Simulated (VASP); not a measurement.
A run of VASP 6.6.1:

The input POSCAR:

```
TaO4
1.0
    3.7178194292      0.0000000000     -0.1077069628
    0.0000000000      4.8818853553      0.0000000000
   -1.0554514654      0.0000000000      8.6935417324
Ta O
2 8
Direct
    0.0589452087      0.7500000000      0.1670983500
    0.9410547913      0.2500000000      0.8329016500
    0.8865673131      0.6162847275      0.6807506715
    0.1134326869      0.1162847275      0.3192493285
    0.1134326869      0.3837152725      0.3192493285
    0.8865673131      0.8837152725      0.6807506715
    0.5797730386      0.7500000000      0.2262627569
    0.4202269614      0.2500000000      0.7737372431
    1.0000000000      1.0000000000      0.0000000000
    1.0000000000      0.5000000000      0.0000000000
```

INCAR.step1

```
ALGO = Normal
EDIFF = 1E-4
ENCUT = 520
GGA = PE
ISMEAR = 0
LASPH = T
LCHARG = F
LREAL = F
LWAVE = T
NBANDS = 46
NELM = 80
PREC = Accurate
SIGMA = 0.1
```

Contents of INCAR.step2:

```
ALGO = Normal
EDIFF = 1E-6
ENCUT = 520
ISIF = 2
ISMEAR = 0
ISTART = 1
LASPH = T
LCHARG = F
LMIXTAU = T
LREAL = F
LWAVE = F
METAGGA = R2SCAN
NBANDS = 46
NELM = 80
PREC = Accurate
SIGMA = 0.1
```

KPOINTS

```
k-points
0
Gamma
  8 6 4
```

Potentials or basis: VASP PAW PBE potentials, release 64 (Ta_pv, O).

Run with:

```bash
$ cat potpaw_PBE.64/Ta_pv/POTCAR potpaw_PBE.64/O/POTCAR > POTCAR
$ cp INCAR.step1 INCAR
$ mpirun -np 1 vasp_std > vasp.out
$ cp INCAR.step2 INCAR
$ mpirun -np 1 vasp_std > vasp.out
```

Hardware: 1 thread of Oxide Virtual Turin-like Processor, with other jobs on the host.

Question: Estimate the wall time of this run.

Answer: Wall time 40 min on 1 thread of Oxide Virtual Turin-like Processor (shared host), peak memory 0.51 GiB. Counts: k points 72.
